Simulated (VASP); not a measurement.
# AlN (P6_3/mmc) in VASP: further runs, part 2 of 2

VASP 6.6.1.

## Step 3: Single point, PBEsol

This run uses another cell than the first one, of 10.11 Å³/atom, 0.996 times its volume.

The input, INCAR:

```
  PREC = Accurate
  ENCUT = 520
  EDIFF = 1E-6
  ISMEAR = 0
  SIGMA = 0.05
  LREAL = False
  LASPH = True
  NELM = 80
  ALGO = Normal
  ISIF = 2
  LWAVE = False
  LCHARG = True
  GGA = PS
  LELF = True
  LVHAR = True
  NBANDS = 16
```

The input, KPOINTS:

```
regular mesh
0
Gamma
  9 9 6
```

The input, POSCAR:

```
AlN
1.0
    3.3412000000      0.0000000000      0.0000000000
   -1.6706000000      2.8935640791      0.0000000000
    0.0000000000      0.0000000000      4.1826000000
Al N
2 2
Direct
    0.3333333333      0.6666666667      0.7500000000
    0.6666666667      0.3333333333      0.2500000000
    0.3333333333      0.6666666667      0.2500000000
    0.6666666667      0.3333333333      0.7500000000
```

Potentials or basis: VASP PAW PBE potentials, release 64 (Al, N).

Started as:

```sh
cat potpaw_PBE.64/Al/POTCAR potpaw_PBE.64/N/POTCAR > POTCAR
mpirun -np 1 vasp_std > vasp.out
```

OUTCAR:

```text
PREC = Accurate
   ENCUT = 520
   EDIFF = 1E-6
   ISMEAR = 0
   LREAL = False
   LASPH = True
   NELM = 80
   ISIF = 2
   GGA = PS

 ion  position               nearest neighbor table
   1  0.333  0.667  0.750-   4 1.93   4 1.93   4 1.93   3 2.09   3 2.09   2 2.85   2 2.85   2 2.85
                             2 2.85   2 2.85   2 2.85
   2  0.667  0.333  0.250-   3 1.93   3 1.93   3 1.93   4 2.09   4 2.09   1 2.85   1 2.85   1 2.85
                             1 2.85   1 2.85   1 2.85
   3  0.333  0.667  0.250-   2 1.93   2 1.93   2 1.93   1 2.09   1 2.09
   4  0.667  0.333  0.750-   1 1.93   1 1.93   1 1.93   2 2.09   2 2.09

  LATTYP: Found a hexagonal cell.
 ALAT       =     3.3412000000
 C/A-ratio  =     1.2518256914

  Lattice vectors:

 A1 = (   3.3412000000,   0.0000000000,   0.0000000000)
 A2 = (  -1.6706000000,   2.8935640791,   0.0000000000)
 A3 = (   0.0000000000,   0.0000000000,   4.1826000000)

Analysis of symmetry for initial positions (statically):
=====================================================================
 Subroutine PRICEL returns:
 Original cell was already a primitive cell.

 Routine SETGRP: Setting up the symmetry group for a
 hexagonal supercell.

 Subroutine GETGRP returns: Found 24 space group operations
 (whereof 12 operations were pure point group operations)
 out of a pool of 24 trial point group operations.

The static configuration has the point symmetry D_3d.
 The point group associated with its full space group is D_6h.

Analysis of symmetry for dynamics (positions and initial velocities):
=====================================================================
 Subroutine PRICEL returns:
 Original cell was already a primitive cell.

 Routine SETGRP: Setting up the symmetry group for a
 hexagonal supercell.

 Subroutine GETGRP returns: Found 24 space group operations
 (whereof 12 operations were pure point group operations)
[... 127 lines left out ...]
     AMIX_MAG =   1.60;   BMIX_MAG =  1.00
  volume/ion in A,a.u.               =      10.11        68.22
  Fermi-wavevector in a.u.,A,eV,Ry     =   1.201861  2.271188 19.653201  1.444470
  Thomas-Fermi vector in A             =   2.337658
   LORBIT       =      0    0 simple, 1 ext, 2 COOP (PROOUT), +10 PAW based schemes
   GGA     = PS    functional components
   LHFCALC =     F    Hartree Fock is set to
   AEXX    =    0.0000 exact exchange contribution
   IVDW    =     0    specifies the selected vdW correction
   LEPSILON=     F    determine dielectric tensor
   LRPA    =     F    only Hartree local field effects (RPA)
 non-spin polarized calculation
 Gauss-broadening in eV      SIGMA  =   0.05
  energy-cutoff  :      520.00
  volume of cell :       40.44
 maximum number of plane-waves:      1102
 NGX is ok and might be reduce to    28
   NGX = 13   NGY = 13   NGZ = 15

 number of electron      15.9999999 magnetization

 Free energy of the ion-electron system (eV)
  ---------------------------------------------------
  ext. energy  EPLUGINS =         0.00000000
  ---------------------------------------------------
  free energy    TOTEN  =       -30.91608733 eV

  energy without entropy =      -30.91608733  energy(sigma->0) =      -30.91608733

 E-fermi :   7.8803     XC(G=0): -11.2793

 val. band max:        7.6345029988   @ k =   0.0000   0.0000   0.0000
 cond. band min:      10.7300433481   @ k =   0.0000   0.0000   0.0000
 fundamental gap:      3.0955403493
 Fermi energy:         7.8803057942

 k-point     1 :       0.0000    0.0000    0.0000
  band No.  band energies     occupation
      1      -8.9682      2.00000
      2      -5.3237      2.00000
      3       0.8711      2.00000
      4       4.4075      2.00000
      5       4.4075      2.00000
      6       6.1091      2.00000
[... 433 lines left out ...]
      3       1.1923      2.00000
      4       2.1453      2.00000
      5       2.1453      2.00000
      6       4.7392      2.00000
[... 8 lines left out ...]
     15      18.7239      0.00000
     16      20.4712      0.00000

 [... further k-points ...]

------------------------ aborting loop because EDIFF is reached ----------------------------------------

  FORCE on cell =-STRESS in cart. coord.  units (eV):
  Direction    XX          YY          ZZ          XY          YZ          ZX
  --------------------------------------------------------------------------------------
  -------------------------------------------------------------------------------------
  Total       -1.8722168     -1.8722168     -1.5142730      0.0000000      0.0000000      0.0000000
  in kB      -74.1796552    -74.1796552    -59.9974578      0.0000000      0.0000000      0.0000000
  external PRESSURE =     -69.4522560 kB  Pullay stress =       0.0000000 kB

 VOLUME and BASIS-vectors are now :
 -----------------------------------------------------------------------------
  energy-cutoff  :      520.00
  volume of cell :       40.44
      direct lattice vectors                 reciprocal lattice vectors
     3.341200000  0.000000000  0.000000000     0.299293667  0.172797279  0.000000000
    -1.670600000  2.893564079  0.000000000     0.000000000  0.345594558  0.000000000
     0.000000000  0.000000000  4.182600000     0.000000000  0.000000000  0.239085736

 POSITION                                       TOTAL-FORCE (eV/Angst)
 -----------------------------------------------------------------------------------
     -0.00000      1.92904      3.13695         0.000000     -0.000000      0.000000
      1.67060      0.96452      1.04565        -0.000000      0.000000      0.000000
     -0.00000      1.92904      1.04565         0.000000     -0.000000      0.000000
      1.67060      0.96452      3.13695        -0.000000      0.000000      0.000000
 -----------------------------------------------------------------------------------
    total drift:                                0.000000     -0.000000      0.000000

  FREE ENERGIE OF THE ION-ELECTRON SYSTEM (eV)
  ---------------------------------------------------
  free  energy   TOTEN  =       -30.9160873289 eV

  energy  without entropy=      -30.9160873289  energy(sigma->0) =      -30.91608733
```

Run time: 27 s. Hardware: 1 thread of Intel Xeon Platinum 8259CL at 2.50GHz (Skylake/Cascade Lake), shared host; peak memory 0.17 GiB.

Results:

```
Free energy            : -30.9161 eV
Pressure               : -6.9 GPa
Band gap on the k mesh : 3.10 eV, direct
```

Levels at points of the mesh, in eV from the valence-band top:
| k point | band 5 | band 6 | band 7 | band 8 | band 9 | band 10 | band 11 | band 12 |
| --- | --- | --- | --- | --- | --- | --- | --- | --- |
| (0.00, 0.00, 0.00) | -3.23 | -1.53 | -1.53 | 0.00 | 3.10 | 4.21 | 8.03 | 8.03 |
| (0.00, 0.00, 0.50) | -2.42 | -2.42 | -2.42 | -2.42 | 5.50 | 5.50 | 8.21 | 8.21 |

Caveat: the PAW data sets were made with another functional, which shifts forces and pressure a little.
